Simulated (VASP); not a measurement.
A run of VASP 6.6.1:

INCAR

```
PREC = Accurate ; ENCUT = 520
EDIFF = 1E-7 ; ISMEAR = -1
SIGMA = 0.05 ; LREAL = False
LASPH = True ; NELM = 150
ALGO = Fast ; ISIF = 2
LWAVE = False ; LCHARG = True
ISPIN = 2 ; MAGMOM = 2.5 2.5 2.5 0
LORBIT = 11 ; LMAXMIX = 4
GGA = PS ; LELF = True
LVHAR = True ; NBANDS = 28
```

Contents of KPOINTS:

```
regular mesh
0
Gamma
  8 8 8
```

Contents of POSCAR:

```
AlNi3
1.0
    3.5230547267      0.0000000000      0.0000000000
    0.0000000000      3.5230547267      0.0000000000
    0.0000000000      0.0000000000      3.5230547267
Ni Al
3 1
Direct
    0.5000000000      0.5000000000      0.0000000000
    0.5000000000      0.0000000000      0.5000000000
    0.0000000000      0.5000000000      0.5000000000
    0.0000000000      0.0000000000      0.0000000000
```

Potentials or basis: VASP PAW PBE potentials, release 64 (Ni, Al).

Launch:

```sh
$ cat potpaw_PBE.64/Ni/POTCAR potpaw_PBE.64/Al/POTCAR > POTCAR
$ mpirun -np 1 vasp_std > vasp.out
```

Hardware: 1 thread of Intel Xeon 8259CL (shared host).

Q: Estimate the wall time of this run.

A: It took 2.8 min on 1 thread of Intel Xeon 8259CL, on a shared host, peak memory 0.21 GiB. Counts: scf iterations 16, k points 35.
